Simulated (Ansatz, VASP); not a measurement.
**One calculation of GaN, two programs**

```
CELL_PARAMETERS angstrom
3.15176 0.00000 0.00000
-1.57588 2.72950 0.00000
0.00000 0.00000 5.13827
ATOMIC_POSITIONS crystal
Ga 0.33333 0.66667 0.99930
Ga 0.66667 0.33333 0.49930
N 0.33333 0.66667 0.37570
N 0.66667 0.33333 0.87570
```

Alike in both runs: functional LDA; k mesh 12 × 12 × 4; no spin polarisation.

Ansatz relaxed the structure, and its values are those at the end. VASP's run is a single point on that final structure, the one shown.

|  | VASP | Ansatz |
| --- | --- | --- |
| version | VASP 6.6.1 | Ansatz 0.2.0 |
| potentials or method | VASP PAW LDA potentials, release 64 (Ga_d, N), cutoff 520 eV | plane waves, PAW |
| occupations | gaussian, width 0.01 eV | fixed |
| valence electrons in the cell | 36 | 36 |

|  | VASP | Ansatz | Ansatz less VASP |
| --- | --- | --- | --- |
| pressure (GPa) | 1.1 | 0.0 | -1.10 |

LDA's correlation is that of Perdew and Zunger in VASP and of Perdew and Wang (1992) in Ansatz.
